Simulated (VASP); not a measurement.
# SiC (Moissanite) (P6_3mc) in VASP: further runs

SiC (Moissanite) is run at these levels: LDA; tasks: single point.

Everything below comes from runs of VASP 6.6.1. Logs are shortened: lines on timing, memory, paths and dates and some standing lists are left out, and cuts for length are marked.

### 1 The cell of the first run

It takes space group P6_3mc (No. 186, hexagonal). The conventional cell has a = 2.948 Å, b = 2.948 Å, c = 4.837 Å, α = 90.00°, β = 90.00°, γ = 120.00°. Within 2.4 Å of Si (site symmetry 3m) lie 4 C at 1.79 to 1.86 Å. C (site symmetry 3m) has 4 Si at 1.79 to 1.86 Å within 2.4 Å.

### 2 Single point, LDA

Contents of INCAR:

```
PREC = Accurate
ENCUT = 520
EDIFF = 1E-6
ISMEAR = 1
SIGMA = 0.05
LREAL = False
LASPH = True
NELM = 80
ALGO = Normal
ISIF = 2
LWAVE = False
LCHARG = False
GGA = CA
NBANDS = 16
```

Contents of KPOINTS:

```
regular mesh
0
Gamma
  12 12 4
```

Contents of POSCAR:

```
SiC
1.0
    2.9476814961      0.0000000000      0.0000000000
   -1.4738407480      2.5527670559      0.0000000000
    0.0000000000      0.0000000000      4.8374174877
Si C
2 2
Direct
    0.3333333333      0.6666666667      0.0000000000
    0.6666666667      0.3333333333      0.5000000000
    0.3333333333      0.6666666667      0.3850000000
    0.6666666667      0.3333333333      0.8850000000
```

Potentials or basis: VASP PAW LDA potentials, release 64 (Si, C).

On the command line:

```sh
cat potpaw_LDA.64/Si/POTCAR potpaw_LDA.64/C/POTCAR > POTCAR
mpirun -np 1 vasp_std > vasp.out
```

OUTCAR:

```text
PREC = Accurate
   ENCUT = 520
   EDIFF = 1E-6
   ISMEAR = 1
   LREAL = False
   LASPH = True
   NELM = 80
   ISIF = 2
   GGA = CA

 ion  position               nearest neighbor table
   1  0.333  0.667  0.000-   4 1.79   4 1.79   4 1.79   3 1.86   2 2.96   2 2.96   2 2.96   2 2.96
                             2 2.96   2 2.96
   2  0.667  0.333  0.500-   3 1.79   3 1.79   3 1.79   4 1.86   1 2.96   1 2.96   1 2.96   1 2.96
                             1 2.96   1 2.96
   3  0.333  0.667  0.385-   2 1.79   2 1.79   2 1.79   1 1.86
   4  0.667  0.333  0.885-   1 1.79   1 1.79   1 1.79   2 1.86

  LATTYP: Found a hexagonal cell.
 ALAT       =     2.9476814961
 C/A-ratio  =     1.6410923277

  Lattice vectors:

 A1 = (   2.9476814961,   0.0000000000,   0.0000000000)
 A2 = (  -1.4738407480,   2.5527670559,   0.0000000000)
 A3 = (   0.0000000000,   0.0000000000,   4.8374174877)

Analysis of symmetry for initial positions (statically):
=====================================================================
 Subroutine PRICEL returns:
 Original cell was already a primitive cell.

 Routine SETGRP: Setting up the symmetry group for a
 hexagonal supercell.

 Subroutine GETGRP returns: Found 12 space group operations
 (whereof  6 operations were pure point group operations)
 out of a pool of 24 trial point group operations.

The static configuration has the point symmetry C_3v.
 The point group associated with its full space group is C_6v.

Analysis of symmetry for dynamics (positions and initial velocities):
=====================================================================
 Subroutine PRICEL returns:
 Original cell was already a primitive cell.

 Routine SETGRP: Setting up the symmetry group for a
 hexagonal supercell.

 Subroutine GETGRP returns: Found 12 space group operations
 (whereof  6 operations were pure point group operations)
 out of a pool of 24 trial point group operations.

The dynamic configuration has the point symmetry C_3v.
 The point group associated with its full space group is C_6v.

 Subroutine INISYM returns: Found 12 space group operations
 (whereof  6 operations are pure point group operations),
 and found     1 'primitive' translations

----------------------------------------------------------------------------------------

                                     Primitive cell

  volume of cell :      36.4003

  direct lattice vectors                    reciprocal lattice vectors
     2.947681496  0.000000000  0.000000000     0.339249679  0.195865893  0.000000000
    -1.473840748  2.552767056  0.000000000     0.000000000  0.391731787  0.000000000
     0.000000000  0.000000000  4.837417488     0.000000000  0.000000000  0.206721872

  length of vectors
     2.947681496  2.947681494  4.837417488     0.391731787  0.391731787  0.206721872

  position of ions in fractional coordinates (direct lattice)
     0.333333333  0.666666667  0.000000000
     0.666666667  0.333333333  0.500000000
     0.333333333  0.666666667  0.385000000
     0.666666667  0.333333333  0.885000000

  ion indices of the primitive-cell ions
   primitive index   ion index
                 1           1
                 2           2
                 3           3
                 4           4

----------------------------------------------------------------------------------------

 KPOINTS: regular mesh

Automatic generation of k-mesh.
 Grid dimensions read from file:
 generate k-points for:   12   12    4

 Generating k-lattice:

  Cartesian coordinates                     Fractional coordinates (reciprocal lattice)
     0.028270807  0.016322158  0.000000000     0.083333333  0.000000000  0.000000000
     0.000000000  0.032644316  0.000000000     0.000000000  0.083333333  0.000000000
     0.000000000  0.000000000  0.051680468     0.000000000  0.000000000  0.250000000

  Length of vectors
     0.032644316  0.032644316  0.051680468

  Shift w.r.t. Gamma in fractional coordinates (k-lattice)
     0.000000000  0.000000000  0.000000000

 Subroutine IBZKPT returns following result:
[... 47 lines left out ...]

 E-fermi :   9.9311     XC(G=0): -12.1021

 val. band max:        9.8903807113   @ k =   0.0000   0.0000   0.0000
 cond. band min:      11.8462173328   @ k =   0.3333   0.3333   0.0000
 fundamental gap:      1.9558366215
 Fermi energy:         9.9310708026

 k-point     1 :       0.0000    0.0000    0.0000
  band No.  band energies     occupation
      1      -6.7860      2.00000
      2      -2.7185      2.00000
      3       0.3907      2.00000
      4       8.2861      2.00000
      5       8.2861      2.00000
      6       9.6257      2.00000
[... 8 lines left out ...]
     15      19.4171      0.00000
     16      21.7641      0.00000

 k-point     2 :       0.0833   -0.0000    0.0000
  band No.  band energies     occupation
      1      -6.6524      2.00000
      2      -2.6039      2.00000
      3       0.5189      2.00000
      4       7.5832      2.00000
      5       8.0507      2.00000
      6       9.1960      2.00000
[... 8 lines left out ...]
     15      19.7331      0.00000
     16      20.6424      0.00000

 k-point     3 :       0.1667   -0.0000    0.0000
  band No.  band energies     occupation
      1      -6.2547      2.00000
      2      -2.2683      2.00000
      3       0.8978      2.00000
      4       5.9998      2.00000
      5       7.5254      2.00000
      6       8.0946      2.00000
[... 8 lines left out ...]
     15      20.0233      0.00000
     16      20.2334      0.00000

 k-point     4 :       0.2500   -0.0000    0.0000
  band No.  band energies     occupation
      1      -5.6028      2.00000
      2      -1.7464      2.00000
      3       1.4993      2.00000
      4       4.1953      2.00000
      5       6.6735      2.00000
      6       6.9608      2.00000
[... 8 lines left out ...]
     15      20.5305      0.00000
     16      21.0807      0.00000
[... 324 lines left out ...]
 k-point    22 :       0.1667   -0.0000    0.2500
  band No.  band energies     occupation
      1      -5.9217      2.00000
      2      -3.4442      2.00000
      3       2.5576      2.00000
      4       6.2815      2.00000
      5       7.3794      2.00000
      6       7.7396      2.00000
[... 8 lines left out ...]
     15      20.0006      0.00000
     16      21.2488      0.00000

 k-point    23 :       0.2500   -0.0000    0.2500
  band No.  band energies     occupation
      1      -5.2745      2.00000
      2      -2.8542      2.00000
      3       2.8873      2.00000
      4       4.6863      2.00000
      5       5.9082      2.00000
      6       7.1935      2.00000
[... 8 lines left out ...]
     15      21.1317      0.00000
     16      21.8720      0.00000

 k-point    24 :       0.3333   -0.0000    0.2500
  band No.  band energies     occupation
      1      -4.4017      2.00000
      2      -2.1048      2.00000
      3       2.2024      2.00000
      4       4.1824      2.00000
      5       4.4757      2.00000
      6       6.7400      2.00000
[... 8 lines left out ...]
     15      22.5038      0.00000
     16      22.5905      0.00000

 [... further k-points ...]
[... 5 lines left out ...]
  --------------------------------------------------------------------------------------
  -------------------------------------------------------------------------------------
  Total        7.9977090      7.9977090      5.5723279      0.0000000      0.0000000     -0.0000000
  in kB      352.0228630    352.0228624    245.2685895      0.0000000      0.0000000     -0.0000000
  external PRESSURE =     316.4381050 kB  Pullay stress =       0.0000000 kB

 VOLUME and BASIS-vectors are now :
 -----------------------------------------------------------------------------
  energy-cutoff  :      520.00
  volume of cell :       36.40
      direct lattice vectors                 reciprocal lattice vectors
     2.947681496  0.000000000  0.000000000     0.339249679  0.195865893  0.000000000
    -1.473840748  2.552767056  0.000000000     0.000000000  0.391731787  0.000000000
     0.000000000  0.000000000  4.837417488     0.000000000  0.000000000  0.206721872

 POSITION                                       TOTAL-FORCE (eV/Angst)
 -----------------------------------------------------------------------------------
     -0.00000      1.70184      0.00000         0.000000     -0.000000      0.954890
      1.47384      0.85092      2.41871         0.000000      0.000000      0.954890
     -0.00000      1.70184      1.86241        -0.000000      0.000000     -0.954890
      1.47384      0.85092      4.28111         0.000000      0.000000     -0.954890
 -----------------------------------------------------------------------------------
    total drift:                               -0.000000      0.000000     -0.000198

  FREE ENERGIE OF THE ION-ELECTRON SYSTEM (eV)
  ---------------------------------------------------
  free  energy   TOTEN  =       -32.8496411413 eV

  energy  without entropy=      -32.8496483087  energy(sigma->0) =      -32.84964353
```

Wall time 17 s (1 thread of Intel Xeon Platinum 8259CL at 2.50GHz (Skylake/Cascade Lake), shared host); peak memory 0.15 GiB.

What came out:

```yaml
Free_energy: -32.8496 eV
Pressure: 31.6 GPa
Largest_force: 0.955 eV/Å
Band_gap_on_the_k_mesh: 1.96 eV, indirect (least direct gap 4.24 eV)
```

Forces in eV/Å, atoms in the order of the input:
```
Si   0.000  0.000  0.955
Si   0.000  0.000  0.955
C    0.000  0.000 -0.955
C    0.000  0.000 -0.955
```

Stress tensor (GPa, compression positive):
```
35.20  0.00  0.00
 0.00 35.20  0.00
 0.00  0.00 24.53
```

### 3 Single point, LDA

This run uses another cell than the first one, of 9.51 Å³/atom, 1.045 times its volume.

Contents of INCAR:

```
ALGO = Normal ; EDIFF = 1E-6
ENCUT = 520 ; ISIF = 2
ISMEAR = 1 ; LASPH = T
LCHARG = F ; LREAL = F
LWAVE = F ; NBANDS = 16
NELM = 60 ; PREC = Accurate
SIGMA = 0.05
```

Contents of KPOINTS:

```
k-points
0
Gamma
  12 12 4
```

Contents of POSCAR:

```
SiC
1.0
    2.9916832294      0.0000000000      0.0000000000
   -1.4958416147      2.5908736748      0.0000000000
    0.0000000000      0.0000000000      4.9096283948
Si C
2 2
Direct
    0.3333333333      0.6666666667      0.0000000000
    0.6666666667      0.3333333333      0.5000000000
    0.3333333333      0.6666666667      0.3850000000
    0.6666666667      0.3333333333      0.8850000000
```

Potentials or basis: VASP PAW LDA potentials, release 64 (Si, C).

On the command line:

```sh
cat potpaw_LDA.64/Si/POTCAR potpaw_LDA.64/C/POTCAR > POTCAR
mpirun -np 1 vasp_std > vasp.out
```

Wall time 19 s (1 thread of Intel Xeon Platinum 8259CL at 2.50GHz (Skylake/Cascade Lake), shared host); peak memory 0.15 GiB.

It converged, with:

- Free energy: -33.1020 eV
- Pressure: 17.5 GPa
- Largest force: 0.873 eV/Å
- Band gap on the k mesh: 2.04 eV, indirect (least direct gap 4.15 eV)

Forces on the atoms (eV/Å):
```
Si   0.000  0.000  0.873
Si   0.000  0.000  0.873
C    0.000  0.000 -0.873
C    0.000  0.000 -0.873
```

Stress tensor (GPa, compression positive):
```
20.21  0.00  0.00
 0.00 20.21  0.00
 0.00  0.00 12.08
```

Levels at points of the mesh, in eV from the valence-band top:
| k point | band 4 | band 5 | band 6 | band 7 | band 8 | band 9 | band 10 | band 11 | band 12 | band 13 |
| --- | --- | --- | --- | --- | --- | --- | --- | --- | --- | --- |
| (0.00, 0.00, 0.00) | -1.59 | -1.59 | -0.27 | -0.27 | 0.00 | 5.33 | 6.87 | 6.90 | 6.90 | 8.26 |
| (0.50, 0.00, 0.00) | -6.73 | -5.74 | -3.71 | -3.53 | -1.50 | 2.65 | 4.22 | 7.32 | 7.43 | 10.40 |
| (0.00, 0.00, 0.50) | -4.60 | -0.98 | -0.98 | -0.98 | -0.98 | 6.40 | 6.40 | 7.53 | 7.53 | 7.53 |
| (0.50, 0.00, 0.50) | -8.85 | -2.79 | -2.79 | -2.42 | -2.42 | 3.27 | 3.27 | 5.28 | 5.28 | 10.86 |

### 4 Single point, LDA

This run uses another cell than the first one, of 9.93 Å³/atom, 1.091 times its volume.

Contents of INCAR:

```
  PREC = Accurate
  ENCUT = 520
  EDIFF = 1E-6
  ISMEAR = 1
  SIGMA = 0.05
  LREAL = F
  LASPH = T
  NELM = 60
  ALGO = Normal
  ISIF = 2
  LWAVE = F
  LCHARG = T
  GGA = CA
  LELF = T
  LVHAR = T
  NBANDS = 16
```

Contents of KPOINTS:

```
regular mesh
0
Gamma
  12 12 4
```

Contents of POSCAR:

```
SiC
1.0
    3.0344273363      0.0000000000      0.0000000000
   -1.5172136681      2.6278911571      0.0000000000
    0.0000000000      0.0000000000      4.9797754205
Si C
2 2
Direct
    0.3333333333      0.6666666667      0.0000000000
    0.6666666667      0.3333333333      0.5000000000
    0.3333333333      0.6666666667      0.3850000000
    0.6666666667      0.3333333333      0.8850000000
```

On the command line:

```sh
cat potpaw_LDA.64/Si/POTCAR potpaw_LDA.64/C/POTCAR > POTCAR
mpirun -np 1 vasp_std > vasp.out
```

It took 19 s on 1 thread of Intel Xeon Platinum 8259CL at 2.50GHz (Skylake/Cascade Lake), shared host; peak memory 0.15 GiB.

The run converged. Its results:

* Free energy: -33.2219 eV
* Pressure: 5.9 GPa
* Largest force: 0.799 eV/Å
* Band gap on the k mesh: 2.12 eV, indirect (least direct gap 4.06 eV)

Forces in eV/Å, atoms in the order of the input:
```
Si   0.000  0.000  0.799
Si   0.000  0.000  0.799
C    0.000  0.000 -0.799
C    0.000  0.000 -0.799
```

Stress tensor (GPa, compression positive):
```
7.92 0.00 0.00
0.00 7.92 0.00
0.00 0.00 1.90
```

Levels at points of the mesh, in eV from the valence-band top:
| k point | band 4 | band 5 | band 6 | band 7 | band 8 | band 9 | band 10 | band 11 | band 12 | band 13 |
| --- | --- | --- | --- | --- | --- | --- | --- | --- | --- | --- |
| (0.00, 0.00, 0.00) | -1.57 | -1.57 | -0.27 | -0.27 | 0.00 | 4.95 | 6.45 | 6.64 | 6.64 | 7.84 |
| (0.50, 0.00, 0.00) | -6.62 | -5.59 | -3.62 | -3.41 | -1.49 | 2.57 | 4.17 | 6.99 | 7.27 | 9.97 |
| (0.00, 0.00, 0.50) | -4.52 | -0.97 | -0.97 | -0.97 | -0.97 | 6.01 | 6.01 | 7.29 | 7.29 | 7.29 |
| (0.50, 0.00, 0.50) | -8.65 | -2.74 | -2.74 | -2.38 | -2.38 | 3.18 | 3.18 | 5.08 | 5.08 | 10.55 |

A k mesh can miss the band edges.

### 5 Single point, LDA

This run uses another cell than the first one, of 10.34 Å³/atom, 1.136 times its volume.

Contents of INCAR:

```
SYSTEM = SiC
PREC     = Accurate       ! precision mode
ENCUT    = 520            ! plane-wave cutoff, eV
EDIFF    = 1E-7           ! SCF threshold, eV
ISMEAR   = 1              ! smearing method
SIGMA    = 0.05           ! smearing width, eV
LREAL    = .False.        ! projectors in reciprocal space
LASPH    = .True.         ! aspherical terms in the spheres
NELM     = 100            ! most SCF steps
ALGO     = Normal         ! electronic algorithm
ISIF     = 2              ! what is computed and relaxed
LWAVE    = .False.        ! write WAVECAR
LCHARG   = .True.         ! write CHGCAR
LELF     = .True.         ! ELF
LVHAR    = .True.       
NBANDS   = 16             ! bands
```

Contents of KPOINTS:

```
Automatic mesh
0
Gamma
  12 12 4
  0 0 0
```

Contents of POSCAR:

```
SiC
1.0
    3.0760000000      0.0000000000      0.0000000000
   -1.5380000000      2.6638941400      0.0000000000
    0.0000000000      0.0000000000      5.0480000000
Si C
2 2
Direct
    0.3333333333      0.6666666667      0.0000000000
    0.6666666667      0.3333333333      0.5000000000
    0.3333333333      0.6666666667      0.3850000000
    0.6666666667      0.3333333333      0.8850000000
```

On the command line:

```sh
cat potpaw_LDA.64/Si/POTCAR potpaw_LDA.64/C/POTCAR > POTCAR
mpirun -np 1 vasp_std > vasp.out
```

It took 22 s on 1 thread of Intel Xeon Platinum 8259CL at 2.50GHz (Skylake/Cascade Lake), shared host; peak memory 0.15 GiB.

Results (log left out):

```
Free energy            : -33.2332 eV
Pressure               : -3.6 GPa
Largest force          : 0.733 eV/Å
Band gap on the k mesh : 2.20 eV, indirect (least direct gap 3.98 eV)
```

Forces in eV/Å, atoms in the order of the input:
```
Si   0.000  0.000  0.733
Si   0.000  0.000  0.733
C    0.000  0.000 -0.733
C    0.000  0.000 -0.733
```

Stress tensor (GPa, compression positive):
```
-2.16  0.00  0.00
 0.00 -2.16  0.00
 0.00  0.00 -6.44
```

Levels at points of the mesh, in eV from the valence-band top:
```tsv
k point	band 5	band 6	band 7	band 8	band 9	band 10	band 11	band 12
(0.00, 0.00, 0.00)	-1.55	-0.27	-0.27	0.00	4.59	6.04	6.40	6.40
(0.50, 0.00, 0.00)	-5.44	-3.54	-3.29	-1.48	2.49	4.12	6.67	7.12
(0.00, 0.00, 0.50)	-0.96	-0.96	-0.96	-0.96	5.65	5.65	7.07	7.07
(0.50, 0.00, 0.50)	-2.69	-2.69	-2.34	-2.34	3.10	3.10	4.89	4.89
```

### 6 Single point, LDA

This run uses another cell than the first one, of 10.75 Å³/atom, 1.182 times its volume.

Contents of INCAR:

```
ALGO = Normal
EDIFF = 1E-6
ENCUT = 520
GGA = CA
ISIF = 2
ISMEAR = 1
LASPH = T
LCHARG = F
LREAL = F
LWAVE = F
NBANDS = 16
NELM = 100
PREC = Accurate
SIGMA = 0.05
```

Contents of KPOINTS:

```
k-points
0
Gamma
  12 12 4
```

Contents of POSCAR:

```
SiC
1.0
    3.1164783262      0.0000000000      0.0000000000
   -1.5582391631      2.6989493987      0.0000000000
    0.0000000000      0.0000000000      5.1144286705
Si C
2 2
Direct
    0.3333333333      0.6666666667      0.0000000000
    0.6666666667      0.3333333333      0.5000000000
    0.3333333333      0.6666666667      0.3850000000
    0.6666666667      0.3333333333      0.8850000000
```

Potentials or basis: VASP PAW LDA potentials, release 64 (Si, C).

On the command line:

```sh
cat potpaw_LDA.64/Si/POTCAR potpaw_LDA.64/C/POTCAR > POTCAR
mpirun -np 1 vasp_std > vasp.out
```

Wall time 19 s (1 thread of Intel Xeon Platinum 8259CL at 2.50GHz (Skylake/Cascade Lake), shared host); peak memory 0.15 GiB.

The run converged. Its results:

```yaml
Free_energy: -33.1552 eV
Pressure: -11.4 GPa
Largest_force: 0.675 eV/Å
Band_gap_on_the_k_mesh: 2.27 eV, indirect (least direct gap 3.89 eV)
```

Forces on the atoms (eV/Å):
```
Si   0.000  0.000  0.675
Si   0.000  0.000  0.675
C    0.000  0.000 -0.675
C    0.000  0.000 -0.675
```

Stress tensor (GPa, compression positive):
```
-10.46   0.00   0.00
  0.00 -10.46   0.00
  0.00   0.00 -13.29
```

Levels at points of the mesh, in eV from the valence-band top:
| k point | band 6 | band 7 | band 8 | band 9 | band 10 | band 11 |
| --- | --- | --- | --- | --- | --- | --- |
| (0.00, 0.00, 0.00) | -0.27 | -0.27 | 0.00 | 4.25 | 5.63 | 6.18 |
| (0.50, 0.00, 0.00) | -3.47 | -3.18 | -1.47 | 2.42 | 4.07 | 6.37 |
| (0.00, 0.00, 0.50) | -0.95 | -0.95 | -0.95 | 5.31 | 5.31 | 6.86 |
| (0.50, 0.00, 0.50) | -2.64 | -2.30 | -2.30 | 3.01 | 3.01 | 4.72 |

### 7 Overview

| cell | gap on the mesh (eV) | pressure (GPa) | largest force (eV/Å) |
| --- | --- | --- | --- |
| a = 2.948, b = 2.948, c = 4.837 Å, angles 90.0, 90.0, 120.0°, 4 atoms | 1.96 | 31.6 | 0.95 |
| a = 2.992, b = 2.992, c = 4.910 Å, angles 90.0, 90.0, 120.0°, 4 atoms | 2.04 | 17.5 | 0.87 |
| a = 3.034, b = 3.034, c = 4.980 Å, angles 90.0, 90.0, 120.0°, 4 atoms | 2.12 | 5.9 | 0.80 |
| a = 3.076, b = 3.076, c = 5.048 Å, angles 90.0, 90.0, 120.0°, 4 atoms | 2.20 | -3.6 | 0.73 |
| a = 3.116, b = 3.116, c = 5.114 Å, angles 90.0, 90.0, 120.0°, 4 atoms | 2.27 | -11.4 | 0.67 |

Alike in all rows: task single point; level LDA; potentials or basis VASP PAW LDA potentials, release 64 (Si, C); no spin polarisation; k mesh 12 × 12 × 4; cutoff (eV) 520; smearing methfessel-paxton 0.05 eV.

Total energies depend on the potentials used, so only differences within one code and one set of settings carry meaning.
